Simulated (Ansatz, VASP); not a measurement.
Two plane-wave programs on Ta

```xyz
2
Lattice="-1.6513 1.6513 1.6513 1.6513 -1.6513 1.6513 3.3026 3.3026 0.0000" Properties=species:S:1:pos:R:3 pbc="T T T"
Ta    0.0000    0.0000    0.2000
Ta    1.6513    1.6513    1.4513
```

Change from the starting cell: mode 6 (145.8 1/cm) frozen in, largest displacement -0.200 Å.

Alike in both runs: task single point; functional PBE; k mesh 18 × 18 × 10; occupations gaussian, width 0.15 eV; no spin polarisation.

|  | VASP | Ansatz |
| --- | --- | --- |
| version | VASP 6.6.1 | Ansatz 0.2.0 |
| potentials or method | VASP PAW PBE potentials, release 64 (Ta_pv), cutoff 500 eV | scalar-relativistic, plane waves, PAW |
| valence electrons in the cell | 22 | 26 |

Ansatz gave:

| Quantity | Value |
| --- | --- |
| gap on the k mesh at the Fermi level (eV) | none |
| pressure (GPa) | 5.5 |
| traceless stress, the component that is largest in VASP (GPa) | 4.08 |
| rms of the force components (eV/Å) | 1.018 |

Q: Which values does VASP return?

A: gap on the k mesh at the Fermi level (eV): none; pressure (GPa): 5.7; traceless stress, the component that is largest in VASP (GPa): 4.15; rms of the force components (eV/Å): 1.020.

Atom by atom the forces differ by 0.002 eV/Å (rms over components). A gap of «none» marks a metal or a gap that the smearing closes. VASP's potentials hold 22 valence electrons a cell and Ansatz's 26, so a difference there can come from the potentials and not from the codes.

Neither program's run includes spin-orbit coupling.
